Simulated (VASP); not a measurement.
# Au (P6_3/mmc) in VASP: a series of runs

Au is run at these levels: PBEsol; tasks: single point.

Program: VASP 6.6.1. These are calculated values, not measurements. Logs are shortened: lines on timing, memory, paths and dates and some standing lists are left out, and cuts for length are marked.

### 1 The cell of the first run

The structure is hexagonal, space group P6_3/mmc (No. 194). The conventional cell has a = 2.813 Å, b = 2.813 Å, c = 5.026 Å, α = 90.00°, β = 90.00°, γ = 120.00°. Within 3.7 Å of Au (site symmetry -6m2) lie 12 Au at 2.81 to 2.99 Å.

This isn't the form of Au at room conditions, which is fcc.

### 2 Single point, PBEsol (strain -0.030 along x and y, +0.030 along z)

INCAR reads:

```
SYSTEM = Au
ALGO = Fast
EDIFF = 1E-6
ENCUT = 520
GGA = PS
ISIF = 2
ISMEAR = 0
LASPH = .TRUE.
LCHARG = .FALSE.
LREAL = .FALSE.
LWAVE = .FALSE.
NBANDS = 18
NELM = 80
PREC = Accurate
SIGMA = 0.15
```

KPOINTS reads:

```
k-points
0
G
  18 18 10
  0 0 0
```

POSCAR reads:

```
Au
1.0
    2.8129984581      0.0000000000      0.0000000000
   -1.4064992291      2.4361281255      0.0000000000
    0.0000000000      0.0000000000      5.0264000000
Au
2
Direct
    0.3333333333      0.6666666667      0.7500000000
    0.6666666667      0.3333333333      0.2500000000
```

Potentials or basis: VASP PAW PBE potentials, release 64 (Au).

Run with:

```console
cat potpaw_PBE.64/Au/POTCAR > POTCAR
mpirun -np 1 vasp_std > vasp.out
```

OUTCAR:

```text
SYSTEM = Au
   EDIFF = 1E-6
   ENCUT = 520
   GGA = PS
   ISIF = 2
   ISMEAR = 0
   LASPH = .TRUE.
   LREAL = .FALSE.
   NELM = 80
   PREC = Accurate

 ion  position               nearest neighbor table
   1  0.333  0.667  0.750-   2 2.99   2 2.99   2 2.99   2 2.99   2 2.99   2 2.99
   2  0.667  0.333  0.250-   1 2.99   1 2.99   1 2.99   1 2.99   1 2.99   1 2.99

  LATTYP: Found a hexagonal cell.
 ALAT       =     2.8129984581
 C/A-ratio  =     1.7868477622

  Lattice vectors:

 A1 = (   2.8129984581,   0.0000000000,   0.0000000000)
 A2 = (  -1.4064992291,   2.4361281255,   0.0000000000)
 A3 = (   0.0000000000,   0.0000000000,   5.0264000000)

Analysis of symmetry for initial positions (statically):
=====================================================================
 Subroutine PRICEL returns:
 Original cell was already a primitive cell.

 Routine SETGRP: Setting up the symmetry group for a
 hexagonal supercell.

 Subroutine GETGRP returns: Found 24 space group operations
 (whereof 12 operations were pure point group operations)
 out of a pool of 24 trial point group operations.

The static configuration has the point symmetry D_3d.
 The point group associated with its full space group is D_6h.

Analysis of symmetry for dynamics (positions and initial velocities):
=====================================================================
 Subroutine PRICEL returns:
 Original cell was already a primitive cell.

 Routine SETGRP: Setting up the symmetry group for a
 hexagonal supercell.

 Subroutine GETGRP returns: Found 24 space group operations
 (whereof 12 operations were pure point group operations)
 out of a pool of 24 trial point group operations.

The dynamic configuration has the point symmetry D_3d.
 The point group associated with its full space group is D_6h.

 Subroutine INISYM returns: Found 24 space group operations
 (whereof 12 operations are pure point group operations),
 and found     1 'primitive' translations

----------------------------------------------------------------------------------------

                                     Primitive cell

  volume of cell :      34.4450

  direct lattice vectors                    reciprocal lattice vectors
     2.812998458  0.000000000  0.000000000     0.355492552  0.205243720  0.000000000
    -1.406499229  2.436128125  0.000000000     0.000000000  0.410487441  0.000000000
     0.000000000  0.000000000  5.026400000     0.000000000  0.000000000  0.198949546

  length of vectors
     2.812998458  2.812998458  5.026400000     0.410487441  0.410487441  0.198949546

  position of ions in fractional coordinates (direct lattice)
     0.333333333  0.666666667  0.750000000
     0.666666667  0.333333333  0.250000000

  ion indices of the primitive-cell ions
   primitive index   ion index
                 1           1
                 2           2

----------------------------------------------------------------------------------------

 KPOINTS: k-points

Automatic generation of k-mesh.
 Grid dimensions read from file:
 generate k-points for:   18   18   10

 Generating k-lattice:

  Cartesian coordinates                     Fractional coordinates (reciprocal lattice)
     0.019749586  0.011402429  0.000000000     0.055555556 -0.000000000  0.000000000
     0.000000000  0.022804858  0.000000000     0.000000000  0.055555556  0.000000000
     0.000000000  0.000000000  0.019894955     0.000000000  0.000000000  0.100000000

  Length of vectors
     0.022804858  0.022804858  0.019894955

  Shift w.r.t. Gamma in fractional coordinates (k-lattice)
     0.000000000  0.000000000  0.000000000

 Subroutine IBZKPT returns following result:
 ===========================================

 Found    222 irreducible k-points:

 Following reciprocal coordinates:
            Coordinates               Weight
  0.000000  0.000000  0.000000      1.000000
  0.055556 -0.000000  0.000000      6.000000
  0.111111 -0.000000  0.000000      6.000000
  0.166667  0.000000  0.000000      6.000000
  0.222222 -0.000000  0.000000      6.000000
  0.277778  0.000000  0.000000      6.000000
[... 16 lines left out ...]
  0.333333  0.111111  0.000000     12.000000
  0.388889  0.111111  0.000000     12.000000
 [... further k-points ...]
   k-points           NKPTS =    222   k-points in BZ     NKDIM =    222   number of bands    NBANDS=     18
   number of dos      NEDOS =    301   number of ions     NIONS =      2
   total plane-waves  NPLWV =  23040
   dimension x,y,z NGX =    24 NGY =   24 NGZ =   40
   dimension x,y,z NGXF=    48 NGYF=   48 NGZF=   80
   ions per type =               2
   NGX,Y,Z   is equivalent  to a cutoff of  14.18, 14.18, 13.23 a.u.
   NGXF,Y,Z  is equivalent  to a cutoff of  28.37, 28.37, 26.46 a.u.
 SYSTEM =  Au
   PREC   = accura    normal or accurate (medium, high low for compatibility)
   ISTART =      0    job   : 0-new  1-cont  2-samecut
   ICHARG =      2    charge: 1-file 2-atom 10-const
   ISPIN  =      1    spin polarized calculation?
   LNONCOLLINEAR =      F non collinear calculations
   LSORBIT =      F    spin-orbit coupling
   LASPH  =      T    aspherical Exc in radial PAW
   ENCUT  =  520.0 eV  38.22 Ry    6.18 a.u.   5.23  5.23  9.35*2*pi/ulx,y,z
   NELM   =     80;   NELMIN=  2; NELMDL= -5     # of ELM steps
   EDIFF  = 0.1E-05   stopping-criterion for ELM
   LREAL  =      F    real-space projection
   EDIFFG = 0.1E-04   stopping-criterion for IOM
   NSW    =      0    number of steps for IOM
   IBRION =     -1    ionic relax: 0-MD 1-quasi-New 2-CG
   NFREE  =      0    steps in history (QN), initial steepest desc. (CG)
   ISIF   =      2    stress and relaxation
   ISYM   =      2    0-nonsym 1-usesym 2-fastsym
   POTIM  = 0.5000    time-step for ionic-motion
   TEBEG  =    0.0;   TEEND  =   0.0 temperature during run
   PSTRESS=    0.0 pullay stress
   NELECT =      22.0000    total number of electrons
   NUPDOWN=      -1.0000    fix difference up-down
   EMIN   =  10.00;   EMAX   =-10.00  energy-range for DOS
   EFERMI =   0.00;   METHOD = LEGACY
   ISMEAR =     0;   SIGMA  =   0.15  broadening in eV -4-tet -1-fermi 0-gaus
   EFERMI_NEDOS =   21; number of points for ismear=-14 and -15
   IALGO  =     68    algorithm
   IMIX   =      4    mixing-type and parameters
     AMIX     =   0.40;   BMIX     =  1.00
     AMIX_MAG =   1.60;   BMIX_MAG =  1.00
  volume/ion in A,a.u.               =      17.22       116.22
  Fermi-wavevector in a.u.,A,eV,Ry     =   1.409852  2.664234 27.044062  1.987682
  Thomas-Fermi vector in A             =   2.531866
   LORBIT       =      0    0 simple, 1 ext, 2 COOP (PROOUT), +10 PAW based schemes
   GGA     = PS    functional components
   LHFCALC =     F    Hartree Fock is set to
   AEXX    =    0.0000 exact exchange contribution
   IVDW    =     0    specifies the selected vdW correction
   LEPSILON=     F    determine dielectric tensor
   LRPA    =     F    only Hartree local field effects (RPA)
 non-spin polarized calculation
 RMM-DIIS sequential band-by-band and
 Gauss-broadening in eV      SIGMA  =   0.15
  energy-cutoff  :      520.00
  volume of cell :       34.45
 maximum number of plane-waves:       942
 NGX is ok and might be reduce to    24
   NGX = 11   NGY = 11   NGZ = 19

 number of electron      22.0000000 magnetization

 Free energy of the ion-electron system (eV)
  ---------------------------------------------------
  ext. energy  EPLUGINS =         0.00000000
  ---------------------------------------------------
  free energy    TOTEN  =        -7.80816338 eV

  energy without entropy =       -7.80102063  energy(sigma->0) =       -7.80459200

 E-fermi :   9.1724     XC(G=0): -12.8156

 val. band max:        9.1610761252   @ k =   0.4444   0.0556   0.3000
 cond. band min:       9.2130495202   @ k =   0.1667   0.1111   0.2000
 fundamental gap:      0.0519733949
 Fermi energy:         9.1723602696

 k-point     1 :       0.0000    0.0000    0.0000
  band No.  band energies     occupation
      1      -0.7211      2.00000
      2       1.5286      2.00000
      3       3.9503      2.00000
      4       4.5265      2.00000
      5       4.5265      2.00000
      6       4.7634      2.00000
[... 10 lines left out ...]
     17      28.4719      0.00000
     18      28.4719      0.00000

 k-point     2 :       0.0556   -0.0000    0.0000
  band No.  band energies     occupation
      1      -0.6170      2.00000
      2       1.6218      2.00000
      3       3.9679      2.00000
      4       4.5010      2.00000
      5       4.5973      2.00000
      6       4.7211      2.00000
[... 10 lines left out ...]
     17      27.7986      0.00000
     18      27.8818      0.00000

 k-point     3 :       0.1111   -0.0000    0.0000
  band No.  band energies     occupation
      1      -0.3120      2.00000
      2       1.8852      2.00000
      3       3.9804      2.00000
      4       4.4605      2.00000
      5       4.6339      2.00000
      6       4.8054      2.00000
[... 10 lines left out ...]
     17      26.7079      0.00000
     18      27.3474      0.00000

 k-point     4 :       0.1667    0.0000    0.0000
  band No.  band energies     occupation
      1       0.1694      2.00000
      2       2.2547      2.00000
      3       3.9338      2.00000
      4       4.3514      2.00000
      5       4.7248      2.00000
      6       4.7767      2.00000
[... 375 lines left out ...]
      4       4.1346      2.00000
      5       4.5031      2.00000
      6       4.6447      2.00000
[... 10 lines left out ...]
     17      22.8039      0.00000
     18      24.8134      0.00000

 k-point    23 :       0.3333    0.1111    0.0000
  band No.  band energies     occupation
      1       2.4268      2.00000
      2       2.6205      2.00000
      3       3.1076      2.00000
      4       4.4957      2.00000
      5       4.5679      2.00000
      6       4.8740      2.00000
[... 10 lines left out ...]
     17      21.7566      0.00000
     18      24.2300      0.00000

 k-point    24 :       0.3889    0.1111    0.0000
  band No.  band energies     occupation
      1       2.4590      2.00000
      2       2.5392      2.00000
      3       2.9611      2.00000
      4       4.5465      2.00000
      5       4.8293      2.00000
      6       4.8304      2.00000
[... 10 lines left out ...]
     17      20.8716      0.00000
     18      23.8849      0.00000

 [... further k-points ...]
[... 5 lines left out ...]
  --------------------------------------------------------------------------------------
  -------------------------------------------------------------------------------------
  Total        0.1718921      0.1718921     -0.9474476     -0.0000000     -0.0000000      0.0000000
  in kB        7.9953925      7.9953925    -44.0695989     -0.0000000     -0.0000000      0.0000000
  external PRESSURE =      -9.3596046 kB  Pullay stress =       0.0000000 kB

 VOLUME and BASIS-vectors are now :
 -----------------------------------------------------------------------------
  energy-cutoff  :      520.00
  volume of cell :       34.45
      direct lattice vectors                 reciprocal lattice vectors
     2.812998458  0.000000000  0.000000000     0.355492552  0.205243720  0.000000000
    -1.406499229  2.436128125  0.000000000     0.000000000  0.410487441  0.000000000
     0.000000000  0.000000000  5.026400000     0.000000000  0.000000000  0.198949546

 POSITION                                       TOTAL-FORCE (eV/Angst)
 -----------------------------------------------------------------------------------
     -0.00000      1.62409      3.76980        -0.000000      0.000000      0.000000
      1.40650      0.81204      1.25660         0.000000     -0.000000      0.000000
 -----------------------------------------------------------------------------------
    total drift:                                0.000000     -0.000000      0.000000

  FREE ENERGIE OF THE ION-ELECTRON SYSTEM (eV)
  ---------------------------------------------------
  free  energy   TOTEN  =        -7.8081633762 eV

  energy  without entropy=       -7.8010206326  energy(sigma->0) =       -7.80459200
```

Run time: 2.5 min. Hardware: 1 thread of Intel Xeon 8259CL, shared host; peak memory 0.24 GiB.

What came out:

```
Free energy            : -7.8082 eV
Pressure               : -0.9 GPa
Band gap on the k mesh : zero (bands 11 and 12 overlap by 6.95 eV)
```

Stress tensor (GPa, compression positive):
```
 0.80  0.00  0.00
 0.00  0.80  0.00
 0.00  0.00 -4.41
```

Caveat: the cell differs from its parent crystal (strain -0.030 along x and y, +0.030 along z); the PAW data sets were made with another functional, which shifts forces and pressure a little; spin-orbit coupling is left out, which moves the levels of the heavy elements.

### 3 Single point, PBEsol (strain +0.000 along x and y, -0.030 along z)

INCAR reads:

```
SYSTEM = Au
ALGO = Fast
EDIFF = 1E-6
ENCUT = 520
GGA = PS
ISIF = 2
ISMEAR = 0
LASPH = .True.
LCHARG = .False.
LREAL = .False.
LWAVE = .False.
NBANDS = 18
NELM = 80
PREC = Accurate
SIGMA = 0.15
```

KPOINTS reads:

```
k-points
0
Gamma
  18 18 10
  0 0 0
```

POSCAR reads:

```
Au
1.0
    2.8999984104      0.0000000000      0.0000000000
   -1.4499992052      2.5114722944      0.0000000000
    0.0000000000      0.0000000000      4.7336000000
Au
2
Direct
    0.3333333333      0.6666666667      0.7500000000
    0.6666666667      0.3333333333      0.2500000000
```

Potentials or basis: VASP PAW PBE potentials, release 64 (Au).

Run with:

```console
cat potpaw_PBE.64/Au/POTCAR > POTCAR
mpirun -np 1 vasp_std > vasp.out
```

It took 93 s on 1 thread of Intel Xeon 8259CL, shared host; peak memory 0.24 GiB.

It converged, with:

| Item | Value |
| --- | --- |
| Free energy | -7.8256 eV |
| Pressure | -2.2 GPa |
| Band gap on the k mesh | zero (bands 11 and 12 overlap by 6.79 eV) |

Stress tensor (GPa, compression positive):
```
-2.88  0.00  0.00
 0.00 -2.88  0.00
 0.00  0.00 -0.80
```

Levels at points of the mesh, in eV from the Fermi level:
| k point | band 9 | band 10 | band 11 | band 12 | band 13 | band 14 |
| --- | --- | --- | --- | --- | --- | --- |
| (0.00, 0.00, 0.00) | -3.57 | -2.08 | -2.08 | -0.88 | 3.05 | 14.48 |
| (0.50, 0.00, 0.00) | -1.77 | -1.66 | 0.34 | 1.47 | 5.95 | 7.45 |
| (0.00, 0.00, 0.50) | -2.54 | -2.54 | -2.54 | -2.54 | 11.23 | 11.23 |
| (0.50, 0.00, 0.50) | -1.74 | -1.74 | 0.48 | 0.48 | 3.90 | 3.90 |

Caveat: the cell differs from its parent crystal (strain +0.000 along x and y, -0.030 along z); the PAW data sets were made with another functional, which shifts forces and pressure a little; spin-orbit coupling is left out, which moves the levels of the heavy elements.

### 4 Single point, PBEsol (strain -0.015 along x and y, +0.000 along z)

INCAR reads:

```
SYSTEM = Au
  ALGO = Fast
  EDIFF = 1E-6
  ENCUT = 520
  GGA = PS
  ISIF = 2
  ISMEAR = 0
  LASPH = .TRUE.
  LCHARG = .TRUE.
  LELF = .TRUE.
  LREAL = .FALSE.
  LVHAR = .TRUE.
  LWAVE = .FALSE.
  NBANDS = 18
  NELM = 100
  PREC = Accurate
  SIGMA = 0.15
```

KPOINTS reads:

```
k-points
0
G
  18 18 10
  0 0 0
```

POSCAR reads:

```
Au
1.0
    2.8564984343      0.0000000000      0.0000000000
   -1.4282492171      2.4738002100      0.0000000000
    0.0000000000      0.0000000000      4.8800000000
Au
2
Direct
    0.3333333333      0.6666666667      0.7500000000
    0.6666666667      0.3333333333      0.2500000000
```

Run with:

```console
cat potpaw_PBE.64/Au/POTCAR > POTCAR
mpirun -np 1 vasp_std > vasp.out
```

It took 98 s on 1 thread of Intel Xeon 8259CL, shared host; peak memory 0.24 GiB.

Results (log left out):

```
Free energy            : -7.8279 eV
Pressure               : -2.1 GPa
Band gap on the k mesh : zero (bands 11 and 12 overlap by 6.86 eV)
```

Stress tensor (GPa, compression positive):
```
-1.65  0.00  0.00
 0.00 -1.65  0.00
 0.00  0.00 -2.85
```

Levels at points of the mesh, in eV from the Fermi level:
| k point | band 9 | band 10 | band 11 | band 12 | band 13 | band 14 |
| --- | --- | --- | --- | --- | --- | --- |
| (0.00, 0.00, 0.00) | -3.41 | -2.15 | -2.15 | -1.26 | 2.41 | 14.67 |
| (0.50, 0.00, 0.00) | -1.78 | -1.62 | 0.41 | 1.64 | 5.59 | 7.13 |
| (0.00, 0.00, 0.50) | -2.59 | -2.59 | -2.59 | -2.59 | 10.15 | 10.15 |
| (0.50, 0.00, 0.50) | -1.68 | -1.68 | 0.46 | 0.46 | 3.96 | 3.96 |

Caveat: the cell differs from its parent crystal (strain -0.015 along x and y, +0.000 along z); the PAW data sets were made with another functional, which shifts forces and pressure a little; spin-orbit coupling is left out, which moves the levels of the heavy elements.

### 5 The runs side by side

| cell | gap on the mesh (eV) | pressure (GPa) |
| --- | --- | --- |
| a = 2.813, b = 2.813, c = 5.026 Å, angles 90.0, 90.0, 120.0°, 2 atoms | none | -0.9 |
| a = 2.900, b = 2.900, c = 4.734 Å, angles 90.0, 90.0, 120.0°, 2 atoms | none | -2.2 |
| a = 2.856, b = 2.856, c = 4.880 Å, angles 90.0, 90.0, 120.0°, 2 atoms | none | -2.1 |

Alike in all rows: task single point; level PBEsol; potentials or basis VASP PAW PBE potentials, release 64 (Au); no spin polarisation; k mesh 18 × 18 × 10; cutoff (eV) 520; smearing gaussian 0.15 eV.

Caveats: the PAW data sets were made with another functional, which shifts forces and pressure a little; spin-orbit coupling is left out, which moves the levels of the heavy elements.

Total energies depend on the potentials used, so only differences within one code and one set of settings carry meaning.
